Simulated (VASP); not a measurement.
SrB, 2 atoms in the cell. Symmetry: Pm-3m, No. 221, cubic system. Conventional cell: a = 3.501 Å, b = 3.501 Å, c = 3.501 Å, α = 90.00°, β = 90.00°, γ = 90.00°. Sr (site symmetry m-3m) has 8 B at 3.03 Å and 6 Sr at 3.50 Å within 4.0 Å. B (site symmetry m-3m) has 8 Sr at 3.03 Å and 6 B at 3.50 Å within 4.0 Å. 

* Program: VASP 6.6.1
* Task: single point
* Functional: PBE
* Potentials or basis: VASP PAW PBE potentials, release 64 (Sr_sv, B)
* Cutoff: 520 eV
* k mesh: 16 × 16 × 16
* Occupations: gaussian, width 0.1 eV
* Spin: no spin polarisation
* Dipole correction: no
* Further INCAR settings: ALGO = Normal; EDIFF = 1e-06; NBANDS = 14

Potentials or basis: VASP PAW PBE potentials, release 64 (Sr_sv, B).

The run is started by

```bash
$ cat potpaw_PBE.64/Sr_sv/POTCAR potpaw_PBE.64/B/POTCAR > POTCAR
$ mpirun -np 1 vasp_std > vasp.out
```

Hardware: 1 thread of Oxide Virtual Turin-like Processor, on a shared host.

Problem. Estimate the wall time of this run.

Solution. It took 8.2 min on 1 thread of Oxide Virtual Turin-like Processor (shared host), peak memory 0.46 GiB. Counts: scf iterations 11, k points 657.
